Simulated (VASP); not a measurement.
# InSb (F-43m) in VASP: further runs, part 2 of 2

VASP 6.6.1. Earlier steps stand in the parts before.

**4. Electric field gradients, PBE**

This run uses another cell than the first one, of 33.98 Å³/atom, 1.042 times its volume.

The input, INCAR:

```
SYSTEM = InSb
PREC     = Accurate       ! precision mode
ENCUT    = 520            ! plane-wave cutoff, eV
EDIFF    = 1E-8           ! SCF threshold, eV
ISMEAR   = -1             ! smearing method
SIGMA    = 0.05           ! smearing width, eV
LREAL    = .False.        ! projectors in reciprocal space
LASPH    = .True.         ! aspherical terms in the spheres
NELM     = 100            ! most SCF steps
ALGO     = Normal         ! electronic algorithm
ISIF     = 2              ! what is computed and relaxed
LWAVE    = .False.        ! write WAVECAR
LCHARG   = .False.        ! write CHGCAR
GGA      = PE             ! functional
LEFG     = .True.       
NBANDS   = 16             ! bands
```

The input, KPOINTS:

```
Automatic mesh
0
Gamma
  9 9 9
  0 0 0
```

The input, POSCAR:

```
InSb
1.0
    0.0000000000      3.2391000000      3.2391000000
    3.2391000000      0.0000000000      3.2391000000
    3.2391000000      3.2391000000      0.0000000000
In Sb
1 1
Direct
    0.0000000000      0.0000000000      0.0000000000
    0.7500000000      0.7500000000      0.7500000000
```

Potentials or basis: VASP PAW PBE potentials, release 64 (In_d, Sb).

Run with:

```console
cat potpaw_PBE.64/In_d/POTCAR potpaw_PBE.64/Sb/POTCAR > POTCAR
mpirun -np 1 vasp_std > vasp.out
```

OUTCAR:

```text
SYSTEM = InSb
   PREC = Accurate
   ENCUT = 520
   EDIFF = 1E-8
   ISMEAR = -1
   LREAL = .False.
   LASPH = .True.
   NELM = 100
   ISIF = 2
   GGA = PE

 ion  position               nearest neighbor table
   1  0.000  0.000  0.000-   2 2.81   2 2.81   2 2.81   2 2.81
   2  0.750  0.750  0.750-   1 2.81   1 2.81   1 2.81   1 2.81

  LATTYP: Found a face centered cubic cell.
 ALAT       =     6.4782000000

  Lattice vectors:

 A1 = (   0.0000000000,   3.2391000000,   3.2391000000)
 A2 = (   3.2391000000,   0.0000000000,   3.2391000000)
 A3 = (   3.2391000000,   3.2391000000,   0.0000000000)

Analysis of symmetry for initial positions (statically):
=====================================================================
 Subroutine PRICEL returns:
 Original cell was already a primitive cell.

 Routine SETGRP: Setting up the symmetry group for a
 face centered cubic supercell.

 Subroutine GETGRP returns: Found 24 space group operations
 (whereof 24 operations were pure point group operations)
 out of a pool of 48 trial point group operations.

The static configuration has the point symmetry T_d .

Analysis of symmetry for dynamics (positions and initial velocities):
=====================================================================
 Subroutine PRICEL returns:
 Original cell was already a primitive cell.

 Routine SETGRP: Setting up the symmetry group for a
 face centered cubic supercell.

 Subroutine GETGRP returns: Found 24 space group operations
 (whereof 24 operations were pure point group operations)
 out of a pool of 48 trial point group operations.

The dynamic configuration has the point symmetry T_d .

 Subroutine INISYM returns: Found 24 space group operations
 (whereof 24 operations are pure point group operations),
[... 149 lines left out ...]
 Fermi energy:         5.1653252775

 k-point     1 :       0.0000    0.0000    0.0000
  band No.  band energies     occupation
      1      -9.4972      2.00000
      2      -9.4972      2.00000
      3      -9.4972      2.00000
      4      -9.4119      2.00000
      5      -9.4119      2.00000
      6      -5.6102      2.00000
[... 433 lines left out ...]
      3      -9.4543      2.00000
      4      -9.4307      2.00000
      5      -9.4031      2.00000
      6      -3.7489      2.00000
[... 8 lines left out ...]
     15      15.1622      0.00000
     16      15.8873      0.00000

 [... further k-points ...]
[... 5 lines left out ...]
  --------------------------------------------------------------------------------------
  -------------------------------------------------------------------------------------
  Total        1.3269688      1.3269688      1.3269688      0.0000000      0.0000000     -0.0000000
  in kB       31.2801062     31.2801062     31.2801062      0.0000000      0.0000000     -0.0000000
  external PRESSURE =      31.2801062 kB  Pullay stress =       0.0000000 kB

 VOLUME and BASIS-vectors are now :
 -----------------------------------------------------------------------------
  energy-cutoff  :      520.00
  volume of cell :       67.97
      direct lattice vectors                 reciprocal lattice vectors
     0.000000000  3.239100000  3.239100000    -0.154363867  0.154363867  0.154363867
     3.239100000  0.000000000  3.239100000     0.154363867 -0.154363867  0.154363867
     3.239100000  3.239100000  0.000000000     0.154363867  0.154363867 -0.154363867

 POSITION                                       TOTAL-FORCE (eV/Angst)
 -----------------------------------------------------------------------------------
      0.00000      0.00000      0.00000         0.000000      0.000000      0.000000
      4.85865      4.85865      4.85865        -0.000000     -0.000000     -0.000000
 -----------------------------------------------------------------------------------
    total drift:                                0.000000      0.000000      0.000000

  FREE ENERGIE OF THE ION-ELECTRON SYSTEM (eV)
  ---------------------------------------------------
  free  energy   TOTEN  =        -6.9047680059 eV

  energy  without entropy=       -6.9043371177  energy(sigma->0) =       -6.90455256

 Electric field gradients (V/A^2)
---------------------------------------------------------------------
 ion       V_xx      V_yy      V_zz      V_xy      V_xz      V_yz
---------------------------------------------------------------------
   1       0.000     0.000    -0.000     0.001     0.001     0.001
   2       0.000     0.000     0.000    -0.000    -0.000    -0.000
---------------------------------------------------------------------

 Electric field gradients after diagonalization (V/A^2)
 (convention: |V_zz| > |V_xx| > |V_yy|)
----------------------------------------------------------------------
 ion       V_xx      V_yy      V_zz     asymmetry (V_yy - V_xx)/ V_zz
----------------------------------------------------------------------
   1      -0.001    -0.001     0.003       0.000
   2       0.000     0.000    -0.000       0.000
----------------------------------------------------------------------

           NMR quadrupolar parameters

 Cq : quadrupolar parameter    Cq=e*Q*V_zz/h
 eta: asymmetry parameters     (V_yy - V_xx)/ V_zz
 Q  : nuclear electric quadrupole moment in mb (millibarn)
----------------------------------------------------------------------
 ion       Cq(MHz)       eta       Q (mb)
----------------------------------------------------------------------
   1       0.000       0.000       1.000
   2      -0.000       0.000       1.000
----------------------------------------------------------------------
```

stdout:

```text
POSCAR found type information on POSCAR InSb
 POSCAR found :  2 types and       2 ions
 scaLAPACK will be used
 LDA part: xc-table for (Slater+PW92), standard interpolation
 POSCAR, INCAR and KPOINTS ok, starting setup
 FFT: planning ... GRIDC
 FFT: planning ... GRID_SOFT
 FFT: planning ... GRID
 WAVECAR not read
 entering main loop
ion   1

ion   2
```

It took 20 s on 1 thread of Intel Xeon 6975P-C (Granite Rapids), shared host; peak memory 0.22 GiB.

Results:

- Free energy: -6.9048 eV
- Pressure: 3.1 GPa
- Band gap on the k mesh: zero (filled and empty bands touch)

Caveat: without QUAD_EFG the Cq values of the log hold for a quadrupole moment of 1 mb, not for the nuclei; spin-orbit coupling is left out, which moves the levels of the heavy elements.

**5. Summary**

| cell | gap on the mesh (eV) | pressure (GPa) |
| --- | --- | --- |
| a = 4.519 Å, angles 60.0°, 2 atoms | - | 5.4 |
| a = 4.550 Å, angles 60.0°, 2 atoms | none | 4.2 |
| a = 4.581 Å, angles 60.0°, 2 atoms | none | 3.1 |

Alike in all rows: task electric field gradients; level PBE; potentials or basis VASP PAW PBE potentials, release 64 (In_d, Sb); no spin polarisation; k mesh 9 × 9 × 9; cutoff (eV) 520; smearing fermi-dirac 0.05 eV.

Caveats: spin-orbit coupling is left out, which moves the levels of the heavy elements.

Absolute energies hang on the potentials; compare differences alone.
